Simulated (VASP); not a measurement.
# CdSe (Fm-3m) in VASP: notebook

CdSe is run at these levels: PBEsol, LDA; tasks: single point.

Everything below comes from runs of VASP 6.6.1. Logs are shortened: lines on timing, memory, paths and dates and some standing lists are left out, and cuts for length are marked.

## (1) The cell of the first run

Symmetry: Fm-3m, No. 225, cubic system. The conventional cell has a = 5.824 Å, b = 5.824 Å, c = 5.824 Å, α = 90.00°, β = 90.00°, γ = 90.00°. Within 3.8 Å of Cd (site symmetry m-3m) lie 6 Se at 2.91 Å. Se (site symmetry m-3m) has 6 Cd at 2.91 Å within 3.8 Å.

## (2) Single point, PBEsol

Contents of INCAR:

```
  ALGO = Normal
  EDIFF = 1E-7
  ENCUT = 520
  GGA = PS
  ISIF = 2
  ISMEAR = -1
  LASPH = T
  LCHARG = T
  LELF = T
  LREAL = F
  LVHAR = T
  LWAVE = F
  NBANDS = 16
  NELM = 60
  PREC = Accurate
  SIGMA = 0.05
```

Contents of KPOINTS:

```
k-points
0
Gamma
  8 8 8
```

Contents of POSCAR:

```
CdSe
1.0
    0.0000000000      2.9117775739      2.9117775739
    2.9117775739      0.0000000000      2.9117775739
    2.9117775739      2.9117775739      0.0000000000
Cd Se
1 1
Direct
    0.0000000000      0.0000000000      0.0000000000
    0.5000000000      0.5000000000      0.5000000000
```

Potentials or basis: VASP PAW PBE potentials, release 64 (Cd, Se).

On the command line:

```sh
$ cat potpaw_PBE.64/Cd/POTCAR potpaw_PBE.64/Se/POTCAR > POTCAR
$ mpirun -np 1 vasp_std > vasp.out
```

OUTCAR:

```text
EDIFF = 1E-7
   ENCUT = 520
   GGA = PS
   ISIF = 2
   ISMEAR = -1
   LASPH = T
   LREAL = F
   NELM = 60
   PREC = Accurate

 ion  position               nearest neighbor table
   1  0.000  0.000  0.000-   2 2.91   2 2.91   2 2.91   2 2.91   2 2.91   2 2.91
   2  0.500  0.500  0.500-   1 2.91   1 2.91   1 2.91   1 2.91   1 2.91   1 2.91

  LATTYP: Found a face centered cubic cell.
 ALAT       =     5.8235551478

  Lattice vectors:

 A1 = (   0.0000000000,   2.9117775739,   2.9117775739)
 A2 = (   2.9117775739,   0.0000000000,   2.9117775739)
 A3 = (   2.9117775739,   2.9117775739,   0.0000000000)

Analysis of symmetry for initial positions (statically):
=====================================================================
 Subroutine PRICEL returns:
 Original cell was already a primitive cell.

 Routine SETGRP: Setting up the symmetry group for a
 face centered cubic supercell.

 Subroutine GETGRP returns: Found 48 space group operations
 (whereof 48 operations were pure point group operations)
 out of a pool of 48 trial point group operations.

The static configuration has the point symmetry O_h .

Analysis of symmetry for dynamics (positions and initial velocities):
=====================================================================
 Subroutine PRICEL returns:
 Original cell was already a primitive cell.

 Routine SETGRP: Setting up the symmetry group for a
 face centered cubic supercell.

 Subroutine GETGRP returns: Found 48 space group operations
 (whereof 48 operations were pure point group operations)
 out of a pool of 48 trial point group operations.

The dynamic configuration has the point symmetry O_h .

 Subroutine INISYM returns: Found 48 space group operations
 (whereof 48 operations are pure point group operations),
 and found     1 'primitive' translations

----------------------------------------------------------------------------------------

                                     Primitive cell

  volume of cell :      49.3747

  direct lattice vectors                    reciprocal lattice vectors
     0.000000000  2.911777574  2.911777574    -0.171716413  0.171716413  0.171716413
     2.911777574  0.000000000  2.911777574     0.171716413 -0.171716413  0.171716413
     2.911777574  2.911777574  0.000000000     0.171716413  0.171716413 -0.171716413

  length of vectors
[... 79 lines left out ...]
   LASPH  =      T    aspherical Exc in radial PAW
   ENCUT  =  520.0 eV  38.22 Ry    6.18 a.u.   7.66  7.66  7.66*2*pi/ulx,y,z
   NELM   =     60;   NELMIN=  2; NELMDL= -5     # of ELM steps
   EDIFF  = 0.1E-06   stopping-criterion for ELM
   LREAL  =      F    real-space projection
   EDIFFG = 0.1E-05   stopping-criterion for IOM
   NSW    =      0    number of steps for IOM
   IBRION =     -1    ionic relax: 0-MD 1-quasi-New 2-CG
   NFREE  =      0    steps in history (QN), initial steepest desc. (CG)
   ISIF   =      2    stress and relaxation
   ISYM   =      2    0-nonsym 1-usesym 2-fastsym
   POTIM  = 0.5000    time-step for ionic-motion
   TEBEG  =    0.0;   TEEND  =   0.0 temperature during run
   PSTRESS=    0.0 pullay stress
   NELECT =      18.0000    total number of electrons
   NUPDOWN=      -1.0000    fix difference up-down
   EMIN   =  10.00;   EMAX   =-10.00  energy-range for DOS
   EFERMI =   0.00;   METHOD = LEGACY
   ISMEAR =    -1;   SIGMA  =   0.05  broadening in eV -4-tet -1-fermi 0-gaus
   EFERMI_NEDOS =   21; number of points for ismear=-14 and -15
   IALGO  =     38    algorithm
   IMIX   =      4    mixing-type and parameters
     AMIX     =   0.40;   BMIX     =  1.00
     AMIX_MAG =   1.60;   BMIX_MAG =  1.00
  volume/ion in A,a.u.               =      24.69       166.60
  Fermi-wavevector in a.u.,A,eV,Ry     =   1.169493  2.210021 18.608864  1.367713
  Thomas-Fermi vector in A             =   2.305965
   LORBIT       =      0    0 simple, 1 ext, 2 COOP (PROOUT), +10 PAW based schemes
   GGA     = PS    functional components
   LHFCALC =     F    Hartree Fock is set to
   AEXX    =    0.0000 exact exchange contribution
   IVDW    =     0    specifies the selected vdW correction
   LEPSILON=     F    determine dielectric tensor
   LRPA    =     F    only Hartree local field effects (RPA)
 non-spin polarized calculation
  energy-cutoff  :      520.00
  volume of cell :       49.37
 maximum number of plane-waves:      1363
   NGX = 15   NGY = 15   NGZ = 15

 number of electron      18.0000005 magnetization

 Free energy of the ion-electron system (eV)
  ---------------------------------------------------
  ext. energy  EPLUGINS =         0.00000000
  ---------------------------------------------------
  free energy    TOTEN  =        -5.90858200 eV

  energy without entropy =       -5.90552216  energy(sigma->0) =       -5.90705208

 E-fermi :   1.8821     XC(G=0): -10.0035

 val. band max:        1.7836998710   @ k =  -0.2500   0.1250   0.0000
 cond. band min:       2.0801624009   @ k =   0.3750   0.3750   0.0000
 fundamental gap:      0.2964625300
 Fermi energy:         1.8821355968

 k-point     1 :       0.0000    0.0000    0.0000
  band No.  band energies     occupation
      1     -10.8895      2.00000
      2      -6.0134      2.00000
      3      -6.0134      2.00000
      4      -5.9968      2.00000
      5      -5.9968      2.00000
      6      -5.9968      2.00000
[... 433 lines left out ...]
      3      -6.0371      2.00000
      4      -6.0227      2.00000
      5      -5.8635      2.00000
      6      -5.8140      2.00000
[... 8 lines left out ...]
     15      12.6913      0.00000
     16      15.4556      0.00000

 [... further k-points ...]

------------------------ aborting loop because EDIFF is reached ----------------------------------------

  FORCE on cell =-STRESS in cart. coord.  units (eV):
  Direction    XX          YY          ZZ          XY          YZ          ZX
  --------------------------------------------------------------------------------------
  -------------------------------------------------------------------------------------
  Total       -1.6585311     -1.6585311     -1.6585311      0.0000000      0.0000000     -0.0000000
  in kB      -53.8182548    -53.8182548    -53.8182548      0.0000000      0.0000000     -0.0000000
  external PRESSURE =     -53.8182548 kB  Pullay stress =       0.0000000 kB

 VOLUME and BASIS-vectors are now :
 -----------------------------------------------------------------------------
  energy-cutoff  :      520.00
  volume of cell :       49.37
      direct lattice vectors                 reciprocal lattice vectors
     0.000000000  2.911777574  2.911777574    -0.171716413  0.171716413  0.171716413
     2.911777574  0.000000000  2.911777574     0.171716413 -0.171716413  0.171716413
     2.911777574  2.911777574  0.000000000     0.171716413  0.171716413 -0.171716413

 POSITION                                       TOTAL-FORCE (eV/Angst)
 -----------------------------------------------------------------------------------
      0.00000      0.00000      0.00000         0.000000     -0.000000      0.000000
      2.91178      2.91178      2.91178         0.000000      0.000000     -0.000000
 -----------------------------------------------------------------------------------
    total drift:                                0.000000     -0.000000     -0.000000

  FREE ENERGIE OF THE ION-ELECTRON SYSTEM (eV)
  ---------------------------------------------------
  free  energy   TOTEN  =        -5.9085820026 eV

  energy  without entropy=       -5.9055221587  energy(sigma->0) =       -5.90705208
```

stdout:

```text
POSCAR found type information on POSCAR CdSe
 POSCAR found :  2 types and       2 ions
 scaLAPACK will be used
 -----------------------------------------------------------------------------
|                                                                             |
|                                                                             |
|     You enforced a specific xc type in the INCAR file but a different       |
|     I HOPE YOU KNOW WHAT YOU ARE DOING!                                     |
|                                                                             |
 -----------------------------------------------------------------------------

 LDA part: xc-table for (Slater+PW92), standard interpolation
 POSCAR, INCAR and KPOINTS ok, starting setup
 FFT: planning ... GRIDC
 FFT: planning ... GRID_SOFT
 FFT: planning ... GRID
 WAVECAR not read
 entering main loop
```

Wall time 17 s (1 thread of Intel Xeon Platinum 8259CL at 2.50GHz (Skylake/Cascade Lake), shared host); peak memory 0.18 GiB.

Results:

| Property | Result |
| --- | --- |
| Free energy | -5.9086 eV |
| Pressure | -5.4 GPa |
| Band gap on the k mesh | zero (band 9 reaches 1.78 eV, above the bottom of band 10 at 1.26 eV) |

Caveat: the PAW data sets were made with another functional, which shifts forces and pressure a little.

## (3) Single point, LDA

This run uses another cell than the first one, of 25.16 Å³/atom, 1.019 times its volume.

Contents of INCAR:

```
PREC = Accurate
ENCUT = 520
EDIFF = 1E-6
ISMEAR = -1
SIGMA = 0.05
LREAL = F
LASPH = T
NELM = 80
ALGO = Normal
ISIF = 2
LWAVE = F
LCHARG = F
NBANDS = 16
```

Contents of KPOINTS:

```
regular mesh
0
Gamma
  8 8 8
```

Contents of POSCAR:

```
CdSe
1.0
    0.0000000000      2.9303244279      2.9303244279
    2.9303244279      0.0000000000      2.9303244279
    2.9303244279      2.9303244279      0.0000000000
Cd Se
1 1
Direct
    0.0000000000      0.0000000000      0.0000000000
    0.5000000000      0.5000000000      0.5000000000
```

Potentials or basis: VASP PAW LDA potentials, release 64 (Cd, Se).

On the command line:

```sh
$ cat potpaw_LDA.64/Cd/POTCAR potpaw_LDA.64/Se/POTCAR > POTCAR
$ mpirun -np 1 vasp_std > vasp.out
```

OUTCAR:

```text
PREC = Accurate
   ENCUT = 520
   EDIFF = 1E-6
   ISMEAR = -1
   LREAL = F
   LASPH = T
   NELM = 80
   ISIF = 2

 ion  position               nearest neighbor table
   1  0.000  0.000  0.000-   2 2.93   2 2.93   2 2.93   2 2.93   2 2.93   2 2.93
   2  0.500  0.500  0.500-   1 2.93   1 2.93   1 2.93   1 2.93   1 2.93   1 2.93

  LATTYP: Found a face centered cubic cell.
 ALAT       =     5.8606488558

  Lattice vectors:

 A1 = (   0.0000000000,   2.9303244279,   2.9303244279)
 A2 = (   2.9303244279,   0.0000000000,   2.9303244279)
 A3 = (   2.9303244279,   2.9303244279,   0.0000000000)

Analysis of symmetry for initial positions (statically):
=====================================================================
 Subroutine PRICEL returns:
 Original cell was already a primitive cell.

 Routine SETGRP: Setting up the symmetry group for a
 face centered cubic supercell.

 Subroutine GETGRP returns: Found 48 space group operations
 (whereof 48 operations were pure point group operations)
 out of a pool of 48 trial point group operations.

The static configuration has the point symmetry O_h .

Analysis of symmetry for dynamics (positions and initial velocities):
[... 157 lines left out ...]

 E-fermi :   1.7414     XC(G=0): -10.0566

 val. band max:        1.6510933341   @ k =  -0.2500   0.1250   0.0000
 cond. band min:       1.8515857891   @ k =   0.3750   0.3750   0.0000
 fundamental gap:      0.2004924550
 Fermi energy:         1.7413695483

 k-point     1 :       0.0000    0.0000    0.0000
  band No.  band energies     occupation
      1     -10.9356      2.00000
      2      -6.1533      2.00000
      3      -6.1533      2.00000
      4      -6.1355      2.00000
      5      -6.1355      2.00000
      6      -6.1355      2.00000
[... 433 lines left out ...]
      3      -6.1691      2.00000
      4      -6.1575      2.00000
      5      -6.0094      2.00000
      6      -5.9638      2.00000
[... 8 lines left out ...]
     15      12.5021      0.00000
     16      15.2417      0.00000

 [... further k-points ...]

------------------------ aborting loop because EDIFF is reached ----------------------------------------

  FORCE on cell =-STRESS in cart. coord.  units (eV):
  Direction    XX          YY          ZZ          XY          YZ          ZX
  --------------------------------------------------------------------------------------
  -------------------------------------------------------------------------------------
  Total       -2.5315098     -2.5315098     -2.5315098     -0.0000000      0.0000000     -0.0000000
  in kB      -80.5959240    -80.5959240    -80.5959240     -0.0000000      0.0000000     -0.0000000
  external PRESSURE =     -80.5959240 kB  Pullay stress =       0.0000000 kB

 VOLUME and BASIS-vectors are now :
 -----------------------------------------------------------------------------
  energy-cutoff  :      520.00
  volume of cell :       50.32
      direct lattice vectors                 reciprocal lattice vectors
     0.000000000  2.930324428  2.930324428    -0.170629571  0.170629571  0.170629571
     2.930324428  0.000000000  2.930324428     0.170629571 -0.170629571  0.170629571
     2.930324428  2.930324428  0.000000000     0.170629571  0.170629571 -0.170629571

 POSITION                                       TOTAL-FORCE (eV/Angst)
 -----------------------------------------------------------------------------------
      0.00000      0.00000      0.00000        -0.000000      0.000000     -0.000000
      2.93032      2.93032      2.93032         0.000000     -0.000000      0.000000
 -----------------------------------------------------------------------------------
    total drift:                                0.000000     -0.000000     -0.000000

  FREE ENERGIE OF THE ION-ELECTRON SYSTEM (eV)
  ---------------------------------------------------
  free  energy   TOTEN  =        -6.4015036272 eV

  energy  without entropy=       -6.3975805347  energy(sigma->0) =       -6.39954208
```

OSZICAR:

```text
N       E                     dE             d eps       ncg     rms          rms(c)
DAV:   1     0.106214053675E+03    0.10621E+03   -0.89764E+03   944   0.103E+03
DAV:   2    -0.290316914295E+01   -0.10912E+03   -0.10257E+03  1080   0.249E+02
DAV:   3    -0.682031789891E+01   -0.39171E+01   -0.39072E+01  1144   0.489E+01
DAV:   4    -0.683423244617E+01   -0.13915E-01   -0.13914E-01  1128   0.287E+00
DAV:   5    -0.683429647743E+01   -0.64031E-04   -0.64031E-04  1200   0.173E-01    0.466E+00
DAV:   6    -0.643419245402E+01    0.40010E+00   -0.62213E-01  1216   0.882E+00    0.407E+00
DAV:   7    -0.640678400670E+01    0.27408E-01   -0.85116E-02  1064   0.215E+00    0.195E+00
DAV:   8    -0.640174884939E+01    0.50352E-02   -0.93915E-03  1072   0.110E+00    0.164E-01
DAV:   9    -0.640150692217E+01    0.24193E-03   -0.79018E-04  1160   0.319E-01    0.401E-02
DAV:  10    -0.640150114006E+01    0.57821E-05   -0.82956E-05  1040   0.115E-01    0.318E-02
DAV:  11    -0.640150360986E+01   -0.24698E-05   -0.60504E-06  1040   0.215E-02    0.923E-03
DAV:  12    -0.640150362722E+01   -0.17352E-07   -0.85952E-08   568   0.192E-03
   1 F= -.64015036E+01 E0= -.63995421E+01  d E =-.392309E-02
```

It took 14 s on 1 thread of Intel Xeon Platinum 8259CL at 2.50GHz (Skylake/Cascade Lake), shared host; peak memory 0.16 GiB.

Results:

- Free energy: -6.4015 eV
- Pressure: -8.1 GPa
- Band gap on the k mesh: zero (band 9 reaches 1.65 eV, above the bottom of band 10 at 1.02 eV)

Levels at points of the mesh, in eV from the Fermi level:
```csv
k point,band 5,band 6,band 7,band 8,band 9,band 10,band 11,band 12,band 13,band 14
"(0.00, 0.00, 0.00)",-7.88,-7.88,-0.61,-0.61,-0.61,-0.43,8.49,8.49,8.49,9.15
"(0.50, 0.00, 0.00)",-7.76,-7.76,-4.79,-0.13,-0.13,2.81,5.05,5.05,5.23,10.77
"(0.50, 0.50, 0.00)",-7.72,-7.33,-3.85,-1.95,-1.95,-0.72,5.40,9.03,9.60,9.60
```

## (4) Single point, LDA

This run uses another cell than the first one, of 23.74 Å³/atom, 0.962 times its volume.

Contents of INCAR:

```
ALGO = Normal ; EDIFF = 1E-7
ENCUT = 520 ; ISIF = 2
ISMEAR = -1 ; LASPH = T
LCHARG = F ; LREAL = F
LWAVE = F ; NBANDS = 16
NELM = 100 ; PREC = Accurate
SIGMA = 0.05
```

Contents of KPOINTS:

```
k-points
0
Gamma
  8 8 8
```

Contents of POSCAR:

```
CdSe
1.0
    0.0000000000      2.8739580000      2.8739580000
    2.8739580000      0.0000000000      2.8739580000
    2.8739580000      2.8739580000      0.0000000000
Cd Se
1 1
Direct
    0.0000000000      0.0000000000      0.0000000000
    0.5000000000      0.5000000000      0.5000000000
```

On the command line:

```sh
$ cat potpaw_LDA.64/Cd/POTCAR potpaw_LDA.64/Se/POTCAR > POTCAR
$ mpirun -np 1 vasp_std > vasp.out
```

Wall time 9.9 s (1 thread of AMD EPYC 9R45 (Zen 5), shared host); peak memory 0.13 GiB.

Results (log left out):

```yaml
Free_energy: -6.5242 eV
Pressure: -5.6 GPa
Band_gap_on_the_k_mesh: zero (band 9 reaches 2.16 eV, above the bottom of band 10 at 1.52 eV)
```

Levels at points of the mesh, in eV from the Fermi level:
| k point | band 5 | band 6 | band 7 | band 8 | band 9 | band 10 | band 11 | band 12 | band 13 | band 14 |
| --- | --- | --- | --- | --- | --- | --- | --- | --- | --- | --- |
| (0.00, 0.00, 0.00) | -7.98 | -7.98 | -0.70 | -0.70 | -0.70 | -0.22 | 8.54 | 8.54 | 8.54 | 9.46 |
| (0.50, 0.00, 0.00) | -7.84 | -7.84 | -5.08 | -0.12 | -0.12 | 2.79 | 5.05 | 5.05 | 5.66 | 11.01 |
| (0.50, 0.50, 0.00) | -7.79 | -7.32 | -4.20 | -2.15 | -2.15 | -0.73 | 5.33 | 9.45 | 10.01 | 10.01 |

(Part 1 of 2 ends here.)
